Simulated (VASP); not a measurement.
# Sr (R-3m) in VASP: further runs

Runs on Sr. Level: PBEsol. Tasks: single point.

Program: VASP 6.6.1. These are calculated values, not measurements. Logs are shortened: lines on timing, memory, paths and dates and some standing lists are left out, and cuts for length are marked.

## (1) The cell of the first run

It takes space group R-3m (No. 166, trigonal). The conventional cell has a = 3.415 Å, b = 3.415 Å, c = 16.730 Å, α = 90.00°, β = 90.00°, γ = 120.00°. Sr (site symmetry -3m) has 6 Sr at 3.41 Å within 4.5 Å.

## (2) Single point, PBEsol

The input, INCAR:

```
ALGO = Normal
EDIFF = 1E-6
ENCUT = 520
GGA = PS
ISIF = 2
ISMEAR = 0
LASPH = T
LCHARG = F
LREAL = F
LWAVE = F
NBANDS = 11
NELM = 100
PREC = Accurate
SIGMA = 0.03
```

The input, KPOINTS:

```
k-points
0
Gamma
  10 10 10
```

The input, POSCAR:

```
Sr
1.0
    1.6098098635      4.0245246587      4.0245246587
    4.0245246587      1.6098098635      4.0245246587
    4.0245246587      4.0245246587      1.6098098635
Sr
1
Direct
    0.0000000000      0.0000000000      0.0000000000
```

Potentials or basis: VASP PAW PBE potentials, release 64 (Sr_sv).

Started as:

```console
> cat potpaw_PBE.64/Sr_sv/POTCAR > POTCAR
> mpirun -np 1 vasp_std > vasp.out
```

OUTCAR:

```text
EDIFF = 1E-6
   ENCUT = 520
   GGA = PS
   ISIF = 2
   ISMEAR = 0
   LASPH = T
   LREAL = F
   NELM = 100
   PREC = Accurate

 ion  position               nearest neighbor table
   1  0.000  0.000  0.000-

  LATTYP: Found a trigonal (rhomboedric) cell.
 ALAT       =     5.9148191226
 COS(alpha) =     0.8333333333

  Lattice vectors:

 A1 = (   1.6098098635,   4.0245246587,   4.0245246587)
 A2 = (   4.0245246587,   1.6098098635,   4.0245246587)
 A3 = (   4.0245246587,   4.0245246587,   1.6098098635)

Analysis of symmetry for initial positions (statically):
=====================================================================
 Subroutine PRICEL returns:
 Original cell was already a primitive cell.

 Routine SETGRP: Setting up the symmetry group for a
 trigonal (rhombohedral) supercell.

 Subroutine GETGRP returns: Found 12 space group operations
 (whereof 12 operations were pure point group operations)
 out of a pool of 12 trial point group operations.

The static configuration has the point symmetry D_3d.

Analysis of symmetry for dynamics (positions and initial velocities):
=====================================================================
 Subroutine PRICEL returns:
 Original cell was already a primitive cell.

 Routine SETGRP: Setting up the symmetry group for a
 trigonal (rhombohedral) supercell.

 Subroutine GETGRP returns: Found 12 space group operations
 (whereof 12 operations were pure point group operations)
 out of a pool of 12 trial point group operations.

The dynamic configuration has the point symmetry D_3d.

 Subroutine INISYM returns: Found 12 space group operations
 (whereof 12 operations are pure point group operations),
 and found     1 'primitive' translations

----------------------------------------------------------------------------------------

                                     Primitive cell

  volume of cell :      56.3193

  direct lattice vectors                    reciprocal lattice vectors
     1.609809863  4.024524659  4.024524659    -0.241574423  0.172553159  0.172553159
     4.024524659  1.609809863  4.024524659     0.172553159 -0.241574423  0.172553159
     4.024524659  4.024524659  1.609809863     0.172553159  0.172553159 -0.241574423

  length of vectors
     5.914819123  5.914819123  5.914819123     0.343376451  0.343376451  0.343376451

  position of ions in fractional coordinates (direct lattice)
     0.000000000  0.000000000  0.000000000

  ion indices of the primitive-cell ions
   primitive index   ion index
                 1           1

----------------------------------------------------------------------------------------

 KPOINTS: k-points

Automatic generation of k-mesh.
 Grid dimensions read from file:
 generate k-points for:   10   10   10

 Generating k-lattice:

  Cartesian coordinates                     Fractional coordinates (reciprocal lattice)
    -0.024157442  0.017255316  0.017255316     0.100000000  0.000000000  0.000000000
     0.017255316 -0.024157442  0.017255316     0.000000000  0.100000000  0.000000000
     0.017255316  0.017255316 -0.024157442     0.000000000  0.000000000  0.100000000

  Length of vectors
     0.034337645  0.034337645  0.034337645

  Shift w.r.t. Gamma in fractional coordinates (k-lattice)
     0.000000000  0.000000000  0.000000000

 Subroutine IBZKPT returns following result:
 ===========================================

 Found    116 irreducible k-points:

 Following reciprocal coordinates:
            Coordinates               Weight
  0.000000  0.000000  0.000000      1.000000
  0.100000 -0.000000 -0.000000      6.000000
  0.200000 -0.000000 -0.000000      6.000000
  0.300000  0.000000 -0.000000      6.000000
  0.400000  0.000000  0.000000      6.000000
  0.500000  0.000000  0.000000      3.000000
[... 16 lines left out ...]
  0.300000  0.300000  0.000000      6.000000
  0.400000  0.300000  0.000000     12.000000
 [... further k-points ...]
   k-points           NKPTS =    116   k-points in BZ     NKDIM =    116   number of bands    NBANDS=     11
   number of dos      NEDOS =    301   number of ions     NIONS =      1
   total plane-waves  NPLWV = 110592
   dimension x,y,z NGX =    48 NGY =   48 NGZ =   48
   dimension x,y,z NGXF=    96 NGYF=   96 NGZF=   96
   ions per type =               1
   NGX,Y,Z   is equivalent  to a cutoff of  13.49, 13.49, 13.49 a.u.
   NGXF,Y,Z  is equivalent  to a cutoff of  26.98, 26.98, 26.98 a.u.
 SYSTEM =  unknown system
   PREC   = accura    normal or accurate (medium, high low for compatibility)
   ISTART =      0    job   : 0-new  1-cont  2-samecut
   ICHARG =      2    charge: 1-file 2-atom 10-const
   ISPIN  =      1    spin polarized calculation?
   LNONCOLLINEAR =      F non collinear calculations
   LSORBIT =      F    spin-orbit coupling
   LASPH  =      T    aspherical Exc in radial PAW
   ENCUT  =  520.0 eV  38.22 Ry    6.18 a.u.  11.00 11.00 11.00*2*pi/ulx,y,z
   NELM   =    100;   NELMIN=  2; NELMDL= -5     # of ELM steps
   EDIFF  = 0.1E-05   stopping-criterion for ELM
   LREAL  =      F    real-space projection
   EDIFFG = 0.1E-04   stopping-criterion for IOM
   NSW    =      0    number of steps for IOM
   IBRION =     -1    ionic relax: 0-MD 1-quasi-New 2-CG
   NFREE  =      0    steps in history (QN), initial steepest desc. (CG)
   ISIF   =      2    stress and relaxation
   ISYM   =      2    0-nonsym 1-usesym 2-fastsym
   POTIM  = 0.5000    time-step for ionic-motion
   TEBEG  =    0.0;   TEEND  =   0.0 temperature during run
   PSTRESS=    0.0 pullay stress
   NELECT =      10.0000    total number of electrons
   NUPDOWN=      -1.0000    fix difference up-down
   EMIN   =  10.00;   EMAX   =-10.00  energy-range for DOS
   EFERMI =   0.00;   METHOD = LEGACY
   ISMEAR =     0;   SIGMA  =   0.03  broadening in eV -4-tet -1-fermi 0-gaus
   EFERMI_NEDOS =   21; number of points for ismear=-14 and -15
   IALGO  =     38    algorithm
   IMIX   =      4    mixing-type and parameters
     AMIX     =   0.40;   BMIX     =  1.00
     AMIX_MAG =   1.60;   BMIX_MAG =  1.00
  volume/ion in A,a.u.               =      56.32       380.06
  Fermi-wavevector in a.u.,A,eV,Ry     =   0.920144  1.738819 11.519569  0.846664
  Thomas-Fermi vector in A             =   2.045416
   LORBIT       =      0    0 simple, 1 ext, 2 COOP (PROOUT), +10 PAW based schemes
   GGA     = PS    functional components
   LHFCALC =     F    Hartree Fock is set to
   AEXX    =    0.0000 exact exchange contribution
   IVDW    =     0    specifies the selected vdW correction
   LEPSILON=     F    determine dielectric tensor
   LRPA    =     F    only Hartree local field effects (RPA)
 non-spin polarized calculation
 Gauss-broadening in eV      SIGMA  =   0.03
  energy-cutoff  :      520.00
  volume of cell :       56.32
 maximum number of plane-waves:      1534
 NGX is ok and might be reduce to    48
   NGX = 21   NGY = 21   NGZ = 21

 number of electron      10.0000000 magnetization

 Free energy of the ion-electron system (eV)
  ---------------------------------------------------
  ext. energy  EPLUGINS =         0.00000000
  ---------------------------------------------------
  free energy    TOTEN  =        -0.67649469 eV

  energy without entropy =       -0.67525319  energy(sigma->0) =       -0.67587394

 E-fermi :   1.1453     XC(G=0):  -7.0773

 val. band max:        1.1435838640   @ k =   0.4000   0.2000   0.2000
 cond. band min:       1.1514779342   @ k =  -0.2000   0.3000   0.1000
 fundamental gap:      0.0078940702
 Fermi energy:         1.1453359219

 k-point     1 :       0.0000    0.0000    0.0000
  band No.  band energies     occupation
      1     -35.3097      2.00000
      2     -17.3936      2.00000
      3     -16.7663      2.00000
      4     -16.7663      2.00000
      5      -2.2479      2.00000
      6       1.0321      2.00000
      7       3.3916      0.00000
      8       3.9752      0.00000
      9       3.9752      0.00000
     10       6.8915      0.00000
     11       6.8915      0.00000

 k-point     2 :       0.1000   -0.0000   -0.0000
  band No.  band energies     occupation
      1     -35.2951      2.00000
      2     -17.3752      2.00000
      3     -16.8898      2.00000
      4     -16.7925      2.00000
      5      -1.9636      2.00000
      6       1.2336      0.00003
      7       3.1707      0.00000
      8       3.5677      0.00000
      9       4.2596      0.00000
     10       6.7478      0.00000
     11       7.0110      0.00000

 k-point     3 :       0.2000   -0.0000   -0.0000
  band No.  band energies     occupation
      1     -35.2567      2.00000
      2     -17.3268      2.00000
      3     -17.1998      2.00000
      4     -16.8599      2.00000
      5      -1.2172      2.00000
      6       1.6874      0.00000
      7       2.6838      0.00000
      8       2.9620      0.00000
      9       5.0869      0.00000
     10       6.4053      0.00000
     11       7.1011      0.00000

 k-point     4 :       0.3000    0.0000   -0.0000
  band No.  band energies     occupation
      1     -35.2086      2.00000
      2     -17.5600      2.00000
      3     -17.2660      2.00000
      4     -16.9416      2.00000
      5      -0.3273      2.00000
      6       1.6750      0.00000
      7       2.2117      0.00000
      8       3.4094      0.00000
      9       6.0337      0.00000
     10       6.3723      0.00000
     11       6.8675      0.00000
[... 239 lines left out ...]
 k-point    22 :      -0.2000    0.2000    0.0000
  band No.  band energies     occupation
      1     -35.1861      2.00000
      2     -17.6144      2.00000
      3     -17.2373      2.00000
      4     -17.1001      2.00000
      5       0.3598      2.00000
      6       1.9775      0.00000
      7       2.1027      0.00000
      8       3.0727      0.00000
      9       4.7806      0.00000
     10       7.2189      0.00000
     11       8.1719      0.00000

 k-point    23 :       0.3000    0.3000    0.0000
  band No.  band energies     occupation
      1     -35.2085      2.00000
      2     -17.5598      2.00000
      3     -17.2670      2.00000
      4     -16.9417      2.00000
      5      -0.2294      2.00000
      6       1.4184      0.00000
      7       2.3606      0.00000
      8       3.5726      0.00000
      9       6.1278      0.00000
     10       6.2446      0.00000
     11       6.3598      0.00000

 k-point    24 :       0.4000    0.3000    0.0000
  band No.  band energies     occupation
      1     -35.1814      2.00000
      2     -17.7041      2.00000
      3     -17.2327      2.00000
      4     -17.0425      2.00000
      5       0.3384      2.00000
      6       1.4012      0.00000
      7       2.3775      0.00000
      8       3.8877      0.00000
      9       5.1859      0.00000
     10       6.4601      0.00000
     11       7.4146      0.00000

 [... further k-points ...]

------------------------ aborting loop because EDIFF is reached ----------------------------------------

  FORCE on cell =-STRESS in cart. coord.  units (eV):
  Direction    XX          YY          ZZ          XY          YZ          ZX
  --------------------------------------------------------------------------------------
  -------------------------------------------------------------------------------------
  Total        1.7963655      1.7963655      1.7963655     -1.5128689     -1.5128689     -1.5128689
  in kB       51.1031615     51.1031615     51.1031615    -43.0382269    -43.0382269    -43.0382269
  external PRESSURE =      51.1031615 kB  Pullay stress =       0.0000000 kB

 VOLUME and BASIS-vectors are now :
 -----------------------------------------------------------------------------
  energy-cutoff  :      520.00
  volume of cell :       56.32
      direct lattice vectors                 reciprocal lattice vectors
     1.609809863  4.024524659  4.024524659    -0.241574423  0.172553159  0.172553159
     4.024524659  1.609809863  4.024524659     0.172553159 -0.241574423  0.172553159
     4.024524659  4.024524659  1.609809863     0.172553159  0.172553159 -0.241574423

 POSITION                                       TOTAL-FORCE (eV/Angst)
 -----------------------------------------------------------------------------------
      0.00000      0.00000      0.00000         0.000000      0.000000     -0.000000
 -----------------------------------------------------------------------------------
    total drift:                                0.000000      0.000000      0.000000

  FREE ENERGIE OF THE ION-ELECTRON SYSTEM (eV)
  ---------------------------------------------------
  free  energy   TOTEN  =        -0.6764946854 eV

  energy  without entropy=       -0.6752531897  energy(sigma->0) =       -0.67587394
```

Run time: 2.6 min. Hardware: 1 thread of Intel Xeon Platinum 8488C (Sapphire Rapids), shared host; peak memory 0.34 GiB.

Results:

```
Free energy            : -0.6765 eV
Pressure               : 5.1 GPa
Band gap on the k mesh : zero (band 5 reaches 2.09 eV, above the bottom of band 6 at 0.38 eV)
```

Caveat: the PAW data sets were made with another functional, which shifts forces and pressure a little.

(Continued in part 2 of 2.)
